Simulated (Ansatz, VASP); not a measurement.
**HgTe in VASP and in Ansatz**

The input INCAR:

```
SYSTEM = HgTe
  PREC = Accurate
  ENCUT = 600
  EDIFF = 1E-6
  ISMEAR = -1
  SIGMA = 0.05
  LREAL = .False.
  LASPH = .True.
  NELM = 100
  ALGO = Normal
  ISIF = 3
  LWAVE = .False.
  LCHARG = .False.
  GGA = PS
  IVDW = 13
  IBRION = 2
  NSW = 60
  EDIFFG = -0.01
```

File KPOINTS:

```
regular mesh
0
Gamma
  6 6 5
  0 0 0
```

Contents of POSCAR:

```
HgTe
1.0
    2.9925180000     -3.4669290000      0.0000000000
    2.9925180000      3.4669290000      0.0000000000
    0.0000000000      0.0000000000      5.7981570000
Hg Te
2 2
Direct
    0.6569500000      0.3430500000      0.2500000000
    0.3430500000      0.6569500000      0.7500000000
    0.2151910000      0.7848090000      0.2500000000
    0.7848090000      0.2151910000      0.7500000000
```

The input input.yaml:

```yaml
crystal:
  lattice:
    - [2.992518, -3.466929, 0.0]
    - [2.992518, 3.466929, 0.0]
    - [0.0, 0.0, 5.798157]
  atoms:
    - { symbol: Hg, position: [0.65695, 0.34305, 0.25] }
    - { symbol: Hg, position: [0.34305, 0.65695, 0.75] }
    - { symbol: Te, position: [0.215191, 0.784809, 0.25] }
    - { symbol: Te, position: [0.784809, 0.215191, 0.75] }
hamiltonian:
  xc: pbesol
  pseudopotentials: { kind: paw }
  dispersion: d4
kpoints:
  mp_grid: { grid: [6, 6, 5] }
scf:
  occupations: { method: fermi_dirac, width: 0.05 }
output:
  forces: true
  stress: true
  eigenvalues: true
  write_density: true
  write_potential: true
  elf: true
  volumetric_format: npy
relax:
  f_tol: 0.01
  max_steps: 40
  cell: { stress_tol: 0.05 }
```

Alike in both runs: task relaxation of cell and atoms; functional PBEsol; dispersion D4; k mesh 6 × 6 × 5; occupations fermi-dirac, width 0.05 eV; no spin polarisation.

|  | VASP | Ansatz |
| --- | --- | --- |
| version | VASP 6.6.1 | Ansatz 0.2.0 |
| potentials or method | VASP PAW PBE potentials, release 64 (Hg, Te) | Ansatz PAW |
| plane-wave cutoff (eV) | 600 | 420 |
| valence electrons in the cell | 36 | 72 |

|  | VASP | Ansatz | Ansatz less VASP |
| --- | --- | --- | --- |
| gap on the k mesh at the Fermi level, each at its own relaxed structure (eV) | none | none | - |
| relaxed volume (Å³/atom) | 26.41 | 26.30 | -0.106 |
| relaxed cell length with the largest relative difference (Å) | 4.183 | 4.177 | -0.0060 |

VASP's potentials were made for PBE, not for PBEsol. A gap of «none» marks a metal or a gap that the smearing closes. VASP's potentials hold 36 valence electrons a cell and Ansatz's 72, so a difference there can come from the potentials and not from the codes.

Spin-orbit coupling is off throughout. Noted on Ansatz's run: the plane-wave basis is chosen anew once the cell has moved, so the energies of steps on either side of that aren't comparable.
